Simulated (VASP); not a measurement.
# Ga (C2/c) in VASP: notebook, part 2 of 2

VASP 6.6.1. Earlier steps stand in the parts before.

## 4. Single point, r2SCAN

This run uses another cell than the first one, of 18.17 Å³/atom.

Contents of POSCAR:

```
Ga
1.0
    1.3737178411     -3.9994756958      0.0000000000
    1.3737178411      3.9994756958      0.0000000000
   -0.1166592328      0.0000000000      3.3075802485
Ga
2
Direct
    0.1310000000      0.8690000000      0.7500000000
    0.8690000000      0.1310000000      0.2500000000
```

Contents of INCAR.step1:

```
SYSTEM = Ga
  PREC = Accurate
  ENCUT = 520
  ISMEAR = -1
  SIGMA = 0.05
  LREAL = .False.
  LASPH = .True.
  NELM = 60
  NBANDS = 20
  GGA = PE
  ALGO = Normal
  EDIFF = 1E-4
  LWAVE = .True.
  LCHARG = .False.
```

Contents of INCAR.step2:

```
SYSTEM = Ga
  PREC = Accurate
  ENCUT = 520
  EDIFF = 1E-6
  ISMEAR = -1
  SIGMA = 0.05
  LREAL = .False.
  LASPH = .True.
  NELM = 60
  ALGO = Normal
  ISIF = 2
  LWAVE = .False.
  LCHARG = .True.
  METAGGA = R2SCAN
  LMIXTAU = .True.
  LELF = .True.
  LVHAR = .True.
  NBANDS = 20
  ISTART = 1
```

Contents of KPOINTS:

```
Automatic mesh
0
Gamma
  10 10 8
  0 0 0
```

Potentials or basis: VASP PAW PBE potentials, release 64 (Ga_d).

Run with:

```sh
$ cat potpaw_PBE.64/Ga_d/POTCAR > POTCAR
$ cp INCAR.step1 INCAR
$ mpirun -np 1 vasp_std > vasp.out
$ cp INCAR.step2 INCAR
$ mpirun -np 1 vasp_std > vasp.out
```

OUTCAR:

```text
SYSTEM = Ga
   PREC = Accurate
   ENCUT = 520
   EDIFF = 1E-6
   ISMEAR = -1
   LREAL = .False.
   LASPH = .True.
   NELM = 60
   ISIF = 2
   METAGGA = R2SCAN
   ISTART = 1

 ion  position               nearest neighbor table
   1  0.131  0.869  0.750-   2 2.67   2 2.67   2 2.84   2 2.84   2 2.90   2 2.90
   2  0.869  0.131  0.250-   1 2.67   1 2.67   1 2.84   1 2.84   1 2.90   1 2.90

  LATTYP: Found a base centered monoclinic cell.
 ALAT       =     2.7474356822
 B/A-ratio  =     2.9114244397
 C/A-ratio  =     1.2046276212
 COS(beta)  =    -0.0352483478

  Lattice vectors:

 A1 = (   1.3737178411,  -3.9994756958,   0.0000000000)
 A2 = (   1.3737178411,   3.9994756958,   0.0000000000)
 A3 = (  -0.1166592328,   0.0000000000,   3.3075802485)

Analysis of symmetry for initial positions (statically):
=====================================================================
 Subroutine PRICEL returns:
 Original cell was already a primitive cell.

 Routine SETGRP: Setting up the symmetry group for a
 base centered monoclinic supercell.

 Subroutine GETGRP returns: Found  4 space group operations
 (whereof  2 operations were pure point group operations)
[... 162 lines left out ...]

  energy without entropy =      -22.71830170  energy(sigma->0) =      -22.72058406

 E-fermi :   5.7368     XC(G=0): -12.2673

 val. band max:        5.6729824757   @ k =  -0.4000   0.5000   0.2500
 cond. band min:       5.7379742679   @ k =   0.0000   0.0000   0.3750
 fundamental gap:      0.0649917923
 Fermi energy:         5.7367844695

 k-point     1 :       0.0000    0.0000    0.0000
  band No.  band energies     occupation
      1      -9.9897      2.00000
      2      -9.9841      2.00000
      3      -9.9400      2.00000
      4      -9.9156      2.00000
      5      -9.6129      2.00000
      6      -9.6087      2.00000
[... 541 lines left out ...]
     19      16.0523      0.00000
     20      18.3501      0.00000

 [... further k-points ...]

------------------------ aborting loop because EDIFF is reached ----------------------------------------

  FORCE on cell =-STRESS in cart. coord.  units (eV):
  Direction    XX          YY          ZZ          XY          YZ          ZX
  --------------------------------------------------------------------------------------
  -------------------------------------------------------------------------------------
  Total        0.1318481     -0.0768483     -0.2256106      0.0000000      0.0000000      0.1543686
  in kB        5.8122373     -3.3876921     -9.9455578      0.0000000      0.0000000      6.8050059
  external PRESSURE =      -2.5070042 kB  Pullay stress =       0.0000000 kB

 VOLUME and BASIS-vectors are now :
 -----------------------------------------------------------------------------
  energy-cutoff  :      520.00
  volume of cell :       36.34
      direct lattice vectors                 reciprocal lattice vectors
     1.373717841 -3.999475696  0.000000000     0.363975763 -0.125016387  0.012837522
     1.373717841  3.999475696  0.000000000     0.363975763  0.125016387  0.012837522
    -0.116659233  0.000000000  3.307580248     0.000000000  0.000000000  0.302335824

 POSITION                                       TOTAL-FORCE (eV/Angst)
 -----------------------------------------------------------------------------------
      1.28622      2.95161      2.48069        -0.000000     -0.220955      0.000000
      1.34455     -2.95161      0.82690         0.000000      0.220955     -0.000000
 -----------------------------------------------------------------------------------
    total drift:                                0.000000      0.000000     -0.000000

  FREE ENERGIE OF THE ION-ELECTRON SYSTEM (eV)
  ---------------------------------------------------
  free  energy   TOTEN  =       -22.7228664171 eV

  energy  without entropy=      -22.7183017026  energy(sigma->0) =      -22.72058406
```

OUTCAR.step1:

```text
SYSTEM = Ga
   PREC = Accurate
   ENCUT = 520
   ISMEAR = -1
   LREAL = .False.
   LASPH = .True.
[... 777 lines left out ...]
      1.28622      2.95161      2.48069         0.000000     -0.212559     -0.000000
      1.34455     -2.95161      0.82690        -0.000000      0.212559      0.000000
 -----------------------------------------------------------------------------------
    total drift:                                0.000000      0.000000     -0.000000

  FREE ENERGIE OF THE ION-ELECTRON SYSTEM (eV)
  ---------------------------------------------------
  free  energy   TOTEN  =        -5.7616412964 eV

  energy  without entropy=       -5.7561779534  energy(sigma->0) =       -5.75890962
```

Run time: 13 min. Hardware: 1 thread of Intel Xeon 8259CL, shared host; peak memory 0.27 GiB.

Results:

```yaml
Free_energy: -22.7229 eV
Pressure: -0.3 GPa
Largest_force: 0.221 eV/Å
Band_gap_on_the_k_mesh: zero (bands 13 and 14 overlap by 8.91 eV)
```

Forces in eV/Å, atoms in the order of the input:
```
Ga   0.000 -0.221  0.000
Ga   0.000  0.221  0.000
```

Stress tensor (GPa, compression positive):
```
 0.58  0.00  0.68
 0.00 -0.34  0.00
 0.68  0.00 -0.99
```

Levels at points of the mesh, in eV from the Fermi level:
```
           k point  band 10  band 11  band 12  band 13  band 14  band 15  band 16  band 17
(0.00, 0.00, 0.00)   -15.15   -11.95    -2.36    -1.48     1.69     5.89    10.41    10.94
(0.50, 0.00, 0.00)   -15.17    -6.38    -5.35    -1.54     0.21     6.17     7.07     9.03
(0.50, 0.50, 0.00)   -15.21    -9.70    -9.11     4.20     4.87     6.34     6.54     8.09
(0.00, 0.00, 0.50)   -15.22    -8.26    -8.26     1.72     1.72     2.78     2.78    12.53
(0.50, 0.00, 0.50)   -15.17    -3.06    -2.93    -1.78    -1.52     1.83     2.42     4.71
(0.50, 0.50, 0.50)   -15.31    -6.31    -6.31    -4.71    -4.71    11.64    11.64    12.73
```

Caveat: the PAW data sets were made with another functional, which shifts forces and pressure a little.

## 5. Overview

| cell | gap on the mesh (eV) | pressure (GPa) | largest force (eV/Å) |
| --- | --- | --- | --- |
| a = 4.170, b = 4.170, c = 3.264 Å, angles 90.7, 90.7, 142.1°, 2 atoms | none | 2.7 | 0.25 |
| a = 4.200, b = 4.200, c = 3.287 Å, angles 90.7, 90.7, 142.1°, 2 atoms | none | 1.1 | 0.24 |
| a = 4.229, b = 4.229, c = 3.310 Å, angles 90.7, 90.7, 142.1°, 2 atoms | none | -0.3 | 0.22 |

Alike in all rows: task single point; level r2SCAN; potentials or basis VASP PAW PBE potentials, release 64 (Ga_d); no spin polarisation; k mesh 10 × 10 × 8; cutoff (eV) 520; smearing fermi-dirac 0.05 eV.

Caveats: the PAW data sets were made with another functional, which shifts forces and pressure a little.

Absolute energies hang on the potentials; compare differences alone.
